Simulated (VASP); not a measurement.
Set up this calculation in VASP 6.6.1, as the native input.

- Task: single point
- Functional: r2SCAN
- Dispersion: D4
- Potentials or basis: VASP PAW PBE potentials, release 64 (Ge_d)
- Cutoff: 520 eV
- k mesh: 11 × 11 × 10
- Occupations: fermi-dirac, width 0.05 eV
- Spin: no spin polarisation
- Dipole correction: no
- Further INCAR settings: ALGO = Normal; EDIFF = 1e-06; NBANDS = 13

The system is Ge.

```
Ge
1.0
     1.29700   -2.41411    0.00000
     1.29700    2.41411    0.00000
     0.00000    0.00000    2.50482
Ge
1
Direct
  0.50000 0.50000 0.00000
```

This cell differs from its parent crystal: volume scaled by 0.8.

The input as run:

POSCAR

```
Ge
1.0
    1.2969982395     -2.4141052054      0.0000000000
    1.2969982395      2.4141052054      0.0000000000
    0.0000000000      0.0000000000      2.5048157760
Ge
1
Direct
    0.5000000000      0.5000000000      0.0000000000
```

INCAR.step1

```
  ALGO = Normal
  EDIFF = 1E-4
  ENCUT = 520
  GGA = PE
  ISMEAR = -1
  LASPH = T
  LCHARG = F
  LREAL = F
  LWAVE = T
  NBANDS = 13
  NELM = 60
  PREC = Accurate
  SIGMA = 0.05
```

INCAR.step2

```
  ALGO = Normal
  EDIFF = 1E-6
  ENCUT = 520
  ISIF = 2
  ISMEAR = -1
  ISTART = 1
  IVDW = 13
  LASPH = T
  LCHARG = F
  LMIXTAU = T
  LREAL = F
  LWAVE = F
  METAGGA = R2SCAN
  NBANDS = 13
  NELM = 60
  PREC = Accurate
  SIGMA = 0.05
  VDW_A1 = 0.51559235
  VDW_A2 = 5.77342911
  VDW_S6 = 1.0
  VDW_S8 = 0.6018749
```

KPOINTS

```
k-points
0
Gamma
  11 11 10
```

Potentials or basis: VASP PAW PBE potentials, release 64 (Ge_d).

Run with:

```bash
$ cat potpaw_PBE.64/Ge_d/POTCAR > POTCAR
$ cp INCAR.step1 INCAR
$ mpirun -np 1 vasp_std > vasp.out
$ cp INCAR.step2 INCAR
$ mpirun -np 1 vasp_std > vasp.out
```

Results of the run:

```
Pressure                   : 17.6 GPa
Band gap on the k mesh     : zero (band 7 reaches 17.02 eV, above the bottom of band 8 at 5.32 eV)
Dispersion energy per atom : -0.156 eV
```

Caveat: the PAW data sets were made with another functional, which shifts forces and pressure a little; pairwise dispersion overbinds metals, which lowers pressure and volume.

Wall time 98 s on 1 thread of Intel(R) Xeon(R) Platinum 8488C (Sapphire Rapids) (shared host), peak memory 0.16 GiB.
